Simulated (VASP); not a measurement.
A run of VASP 6.6.1 is set up as follows.

Contents of INCAR:

```
PREC = Accurate ; ENCUT = 520
EDIFF = 1E-6 ; ISMEAR = -1
SIGMA = 0.1 ; LREAL = F
LASPH = T ; NELM = 80
ALGO = Normal ; ISIF = 2
LWAVE = F ; LCHARG = F
GGA = CA ; NBANDS = 20
```

KPOINTS

```
Automatic mesh
0
Gamma
  16 16 8
```

The input POSCAR:

```
V
1.0
    2.4688192018      0.0000000000      0.0000000000
   -1.2344096009      2.1380601461      0.0000000000
    0.0000000000      0.0000000000      4.4980769476
V
2
Direct
    0.3333333333      0.6666666667      0.2500000000
    0.6666666667      0.3333333333      0.7500000000
```

Potentials or basis: VASP PAW LDA potentials, release 64 (V_sv).

Launch:

```bash
$ cat potpaw_LDA.64/V_sv/POTCAR > POTCAR
$ mpirun -np 1 vasp_std > vasp.out
```

What does it give for the pressure?

20.1 GPa.

Estimate the band gap on the k mesh.

zero (band 13 reaches 13.48 eV, above the bottom of band 14 at 10.86 eV).

Stress tensor (GPa, compression positive):
```
20.01  0.00  0.00
 0.00 20.01  0.00
 0.00  0.00 20.18
```
